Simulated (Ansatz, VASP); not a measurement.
**One calculation of Ti, two programs**

The input POSCAR:

```
Ti
1.0
    0.0000000000      2.0300000000      2.0300000000
    2.0300000000      0.0000000000      2.0300000000
    2.0300000000      2.0300000000      0.0000000000
Ti
1
Direct
    0.0000000000      0.0000000000      0.0000000000
```

File INCAR.step1:

```
SYSTEM = Ti
PREC     = Accurate       ! precision mode
ENCUT    = 520            ! plane-wave cutoff, eV
ISMEAR   = 0              ! smearing method
SIGMA    = 0.15           ! smearing width, eV
LREAL    = .FALSE.        ! projectors in reciprocal space
LASPH    = .TRUE.         ! aspherical terms in the spheres
NELM     = 60             ! most SCF steps
NBANDS   = 12             ! bands
GGA      = PE             ! functional
ALGO     = Normal         ! electronic algorithm
EDIFF    = 1E-4           ! SCF threshold, eV
LWAVE    = .TRUE.         ! write WAVECAR
LCHARG   = .FALSE.        ! write CHGCAR
```

The input INCAR.step2:

```
SYSTEM = Ti
PREC     = Accurate       ! precision mode
ENCUT    = 520            ! plane-wave cutoff, eV
EDIFF    = 1E-7           ! SCF threshold, eV
ISMEAR   = 0              ! smearing method
SIGMA    = 0.15           ! smearing width, eV
LREAL    = .FALSE.        ! projectors in reciprocal space
LASPH    = .TRUE.         ! aspherical terms in the spheres
NELM     = 60             ! most SCF steps
ALGO     = Normal         ! electronic algorithm
ISIF     = 2              ! what is computed and relaxed
LWAVE    = .FALSE.        ! write WAVECAR
LCHARG   = .TRUE.         ! write CHGCAR
METAGGA  = R2SCAN         ! meta-GGA
LMIXTAU  = .TRUE.       
LELF     = .TRUE.         ! ELF
LVHAR    = .TRUE.       
NBANDS   = 12             ! bands
ISTART   = 1
```

File KPOINTS:

```
Automatic mesh
0
G
  20 20 20
  0 0 0
```

Input for Ansatz:

```yaml
crystal:
  lattice:
    - [0.0, 2.03, 2.03]
    - [2.03, 0.0, 2.03]
    - [2.03, 2.03, 0.0]
  atoms:
    - { symbol: Ti, position: [0.0, 0.0, 0.0] }
basis:
  ecutwfc: 500
kpoints:
  mp_grid: { grid: [20, 20, 20] }
hamiltonian:
  xc: r2scan
scf:
  occupations: { method: gaussian, width: 0.15 }
output:
  forces: true
  stress: true
  eigenvalues: true
```

Alike in both runs: task single point; functional r2SCAN; k mesh 20 × 20 × 20; occupations gaussian, width 0.15 eV; no spin polarisation.

```csv
,VASP,Ansatz
version,VASP 6.6.1,Ansatz 0.2.0
potentials or method,"VASP PAW PBE potentials, release 64 (Ti_sv), cutoff 520 eV","scalar-relativistic, plane waves, PAW"
valence electrons in the cell,12,12
```

|  | VASP | Ansatz | Ansatz less VASP |
| --- | --- | --- | --- |
| gap on the k mesh at the Fermi level (eV) | none | none | - |
| pressure (GPa) | 4.9 | 4.4 | -0.45 |

VASP's potentials were made for PBE, not for r2SCAN. A gap of «none» marks a metal or a gap that the smearing closes.
